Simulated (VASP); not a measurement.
Here is a VASP 6.6.1 calculation.

The input INCAR:

```
PREC     = Accurate       # precision mode
ENCUT    = 520            # plane-wave cutoff, eV
EDIFF    = 1E-7           # SCF threshold, eV
ISMEAR   = -1             # smearing method
SIGMA    = 0.05           # smearing width, eV
LREAL    = False          # projectors in reciprocal space
LASPH    = True           # aspherical terms in the spheres
NELM     = 60             # most SCF steps
ALGO     = Normal         # electronic algorithm
ISIF     = 2              # what is computed and relaxed
LWAVE    = False          # write WAVECAR
LCHARG   = False          # write CHGCAR
GGA      = PE             # functional
NBANDS   = 16             # bands
```

KPOINTS

```
regular mesh
0
Gamma
  13 13 13
```

Contents of POSCAR:

```
InAs
1.0
    0.0000000000      3.0290000000      3.0592900000
    3.0290000000      0.0000000000      3.0592900000
    3.0290000000      3.0290000000      0.0000000000
In As
1 1
Direct
    0.0000000000      0.0000000000      0.0000000000
    0.2500000000      0.2500000000      0.2500000000
```

Potentials or basis: VASP PAW PBE potentials, release 64 (In_d, As).

Run with:

```sh
$ cat potpaw_PBE.64/In_d/POTCAR potpaw_PBE.64/As/POTCAR > POTCAR
$ mpirun -np 1 vasp_std > vasp.out
```

(1) Predict the band gap on the k mesh.

(2) What does it give for the pressure?

Results:

(1) zero (filled and empty bands touch).

(2) 3.0 GPa.

Caveat: the cell differs from its parent crystal (z stretched by +1 %, then relaxed in part); semilocal functionals underestimate gaps, so a narrow gap can read as zero; spin-orbit coupling is left out, which moves the levels of the heavy elements.
